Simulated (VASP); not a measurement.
Write the native input for VASP 6.6.1 that does the following.

```
Task                   : single point
Functional             : PBE
Potentials or basis    : VASP PAW PBE potentials, release 64 (Al, N)
Cutoff                 : 520 eV
k mesh                 : 6 × 6 × 3
Occupations            : fermi-dirac, width 0.05 eV
Spin                   : no spin polarisation
Dipole correction      : no
Further INCAR settings : ALGO = Normal; EDIFF = 1e-06; NBANDS = 16
```

The structure of AlN lies in POSCAR:

```
AlN
1.0
    3.1130000000      0.0000000000      0.0000000000
   -1.5565000000      2.6959370820      0.0000000000
    0.0000000000      0.0000000000      4.9810000000
Al N
2 2
Direct
    0.6666666667      0.3333333333      0.5000000000
    0.3333333333      0.6666666667      0.0000000000
    0.6666666667      0.3333333333      0.8800000000
    0.3333333333      0.6666666667      0.3800000000
```

One way to write it, as run:

INCAR

```
ALGO     = Normal         # electronic algorithm
EDIFF    = 1E-6           # SCF threshold, eV
ENCUT    = 520            # plane-wave cutoff, eV
GGA      = PE             # functional
ISIF     = 2              # what is computed and relaxed
ISMEAR   = -1             # smearing method
LASPH    = T              # aspherical terms in the spheres
LCHARG   = T              # write CHGCAR
LELF     = T              # ELF
LREAL    = F              # projectors in reciprocal space
LVHAR    = T            
LWAVE    = F              # write WAVECAR
NBANDS   = 16             # bands
NELM     = 100            # most SCF steps
PREC     = Accurate       # precision mode
SIGMA    = 0.05           # smearing width, eV
```

KPOINTS

```
k-points
0
Gamma
  6 6 3
```

Potentials or basis: VASP PAW PBE potentials, release 64 (Al, N).

Launch:

```console
$ cat potpaw_PBE.64/Al/POTCAR potpaw_PBE.64/N/POTCAR > POTCAR
$ mpirun -np 1 vasp_std > vasp.out
```

Results of the run:

```json
{
 "Pressure": "3.5 GPa",
 "Largest force": "0.129 eV/Å",
 "Band gap on the k mesh": "4.22 eV"
}
```

Caveat: the k points lie up to 0.42 Å⁻¹ apart.

Wall time 7.1 s on 1 thread of AMD EPYC 7R13 Processor (Zen 3), with other jobs on the host, peak memory 0.12 GiB.
